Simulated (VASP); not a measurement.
A run of VASP 6.6.1:

File INCAR:

```
PREC = Accurate
ENCUT = 520
EDIFF = 1E-7
ISMEAR = 0
SIGMA = 0.1
LREAL = F
LASPH = T
NELM = 100
ALGO = Normal
ISIF = 2
LWAVE = F
LCHARG = F
GGA = PS
NBANDS = 15
```

KPOINTS

```
regular mesh
0
Gamma
  16 16 16
```

Contents of POSCAR:

```
TaN
1.0
    0.0000000000      2.2307545110      2.2307545110
    2.2307545110      0.0000000000      2.2307545110
    2.2307545110      2.2307545110      0.0000000000
Ta N
1 1
Direct
    0.5000000000      0.5000000000      0.5000000000
    0.0000000000      0.0000000000      0.0000000000
```

Potentials or basis: VASP PAW PBE potentials, release 64 (Ta_pv, N).

Launch:

```sh
$ cat potpaw_PBE.64/Ta_pv/POTCAR potpaw_PBE.64/N/POTCAR > POTCAR
$ mpirun -np 1 vasp_std > vasp.out
```

Hardware: 1 thread of Intel(R) Xeon(R) 6975P-C (Granite Rapids), with other jobs on the host.

Question: Estimate the wall time of this run.

Answer: Wall time 15 s on 1 thread of Intel(R) Xeon(R) 6975P-C (Granite Rapids), on a shared host, peak memory 0.17 GiB. Counts: scf iterations 14, k points 145.
